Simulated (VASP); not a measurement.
Set up this calculation in VASP 6.6.1, as the native input.

```yaml
Task: single point
Functional: r2SCAN
Potentials_or_basis: VASP PAW PBE potentials, release 64 (Hf_pv, O)
Cutoff: 520 eV
k_mesh: 6 × 6 × 3
Occupations: gaussian, width 0.05 eV
Spin: no spin polarisation
Dipole_correction: no
Further_INCAR_settings: ALGO = Normal; EDIFF = 1e-06; NBANDS = 56
```

HfO2:

```xyz
12
Lattice="-2.5575 -2.5575 0.0000 2.5575 -2.5575 0.0000 -0.4261 0.0000 10.2300" Properties=species:S:1:pos:R:3 pbc="T T T"
Hf    0.0000    0.0000    9.5906
Hf    0.0000   -2.5575    1.9181
Hf    0.0000    0.0000    4.4756
Hf    0.0000   -2.5575    7.0331
O    -1.2788   -1.2788    0.6394
O     1.2787   -1.2787    3.1969
O    -1.2788   -1.2788    5.7544
O     1.2788   -1.2788    8.3119
O    -1.2788   -1.2788    3.1969
O     1.2788   -1.2788    5.7544
O    -1.2788   -1.2788    8.3119
O     1.2788   -1.2788    0.6394
```

These files were run (other wordings do the same):

POSCAR

```
HfO2
1.0
   -2.5575000000     -2.5575000000      0.0000000000
    2.5575000000     -2.5575000000      0.0000000000
   -0.4260795000      0.0000000000     10.2300000000
Hf O
4 8
Direct
   -0.0780937500      0.0780937500      0.9375000000
    0.4843812500      0.5156187500      0.1875000000
   -0.0364437500      0.0364437500      0.4375000000
    0.4427312500      0.5572687500      0.6875000000
    0.4947937500      0.0052062500      0.0625000000
   -0.0260312500      0.5260312500      0.3125000000
    0.4531437500      0.0468562500      0.5625000000
   -0.0676812500      0.5676812500      0.8125000000
    0.4739687500      0.0260312500      0.3125000000
   -0.0468562500      0.5468562500      0.5625000000
    0.4323187500      0.0676812500      0.8125000000
   -0.0052062500      0.5052062500      0.0625000000
```

INCAR.step1

```
ALGO = Normal
EDIFF = 1E-4
ENCUT = 520
GGA = PE
ISMEAR = 0
LASPH = T
LCHARG = F
LREAL = F
LWAVE = T
NBANDS = 56
NELM = 60
PREC = Accurate
SIGMA = 0.05
```

INCAR.step2

```
ALGO = Normal
EDIFF = 1E-6
ENCUT = 520
ISIF = 2
ISMEAR = 0
ISTART = 1
LASPH = T
LCHARG = T
LELF = T
LMIXTAU = T
LREAL = F
LVHAR = T
LWAVE = F
METAGGA = R2SCAN
NBANDS = 56
NELM = 60
PREC = Accurate
SIGMA = 0.05
```

KPOINTS

```
k-points
0
Gamma
  6 6 3
```

Potentials or basis: VASP PAW PBE potentials, release 64 (Hf_pv, O).

Run with:

```bash
$ cat potpaw_PBE.64/Hf_pv/POTCAR potpaw_PBE.64/O/POTCAR > POTCAR
$ cp INCAR.step1 INCAR
$ mpirun -np 1 vasp_std > vasp.out
$ cp INCAR.step2 INCAR
$ mpirun -np 1 vasp_std > vasp.out
```

It gave:

| Item | Value |
| --- | --- |
| Pressure | -9.5 GPa |
| Largest force | 2.387 eV/Å |
| Band gap on the k mesh | 4.17 eV (least direct gap 4.21 eV) |

Caveat: the cell stands under tension; the PAW data sets were made with another functional, which shifts forces and pressure a little; spin-orbit coupling is left out, which moves the levels of the heavy elements; an odd mesh through Γ misses points on the zone boundary, where band edges can lie.

Run time: 36 min on 1 thread of Intel Xeon 8259CL, on a shared host, peak memory 0.38 GiB.
